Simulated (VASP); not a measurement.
The system is Li2BrCl.

```xyz
4
Lattice="1.8761 1.0831 6.1164 -1.8761 1.0831 6.1164 0.0000 -2.1663 6.1164" Properties=species:S:1:pos:R:3 pbc="T T T"
Cl    1.8761    1.0831    6.1164
Br    0.0000    0.0000    9.1746
Li    0.0000    0.0000    4.6673
Li    0.0000    0.0000   13.6819
```

Base run:

- Program: VASP 6.6.1
- Functional: PBE
- Potentials or basis: VASP PAW PBE potentials, release 64 (Cl, Br, Li_sv)
- Cutoff: 520 eV
- k mesh: 6 × 6 × 6
- Occupations: gaussian, width 0.01 eV
- Spin: no spin polarisation

Its results: band gap on the k mesh 5.10 eV; largest force 0.005 eV/Å.

The run is repeated on the same cell with these changes: functional from PBE to r2SCAN; further incar settings from ALGO = Normal; EDIFF = 1e-06; NBANDS = 18 to ALGO = Normal; EDIFF = 1e-07; NBANDS = 18. What comes out?

Band gap on the k mesh 5.96 eV; largest force 0.028 eV/Å.

Caveats: the PAW data sets were made with another functional, which shifts forces and pressure a little (at least some runs).

A k mesh can miss the band edges.
